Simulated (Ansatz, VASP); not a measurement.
Two plane-wave programs on WS2

```
W S
1.0
     3.12394    0.00000    0.00000
    -1.56197    2.70541    0.00000
     0.00000    0.00000   16.93754
W S
1 2
Direct
  0.33333 0.66667 0.00121
  0.65694 0.33333 0.90368
  0.67640 0.33333 0.08938
```

Change from the starting cell: mode 4 frozen in at -0.030 Å and mode 9 at -0.059 Å (largest displacements).

Alike in both runs: task single point; functional PBEsol; dispersion D3(BJ); k mesh 12 × 12 × 2; occupations gaussian, width 0.05 eV; no spin polarisation.

|  | VASP | Ansatz |
| --- | --- | --- |
| version | VASP 6.6.1 | Ansatz 0.2.0 |
| potentials or method | VASP PAW PBE potentials, release 64 (W_sv, S), cutoff 520 eV | scalar-relativistic, plane waves, PAW |
| valence electrons in the cell | 26 | 26 |

Ansatz gave:

| Property | Result |
| --- | --- |
| gap on the k mesh at the Fermi level (eV) | 1.94 |
| least direct gap on the mesh (eV) | 2.03 |
| rms of the force components (eV/Å) | 1.118 |

Task: What did VASP give for the same quantities?

Result: gap on the k mesh at the Fermi level (eV): 1.95; least direct gap on the mesh (eV): 2.04; rms of the force components (eV/Å): 1.121.

VASP's potentials were made for PBE, not for PBEsol, and Ansatz warns of the same on its side. Atom by atom the forces differ by 0.010 eV/Å (rms over components).

Spin-orbit coupling is off throughout.
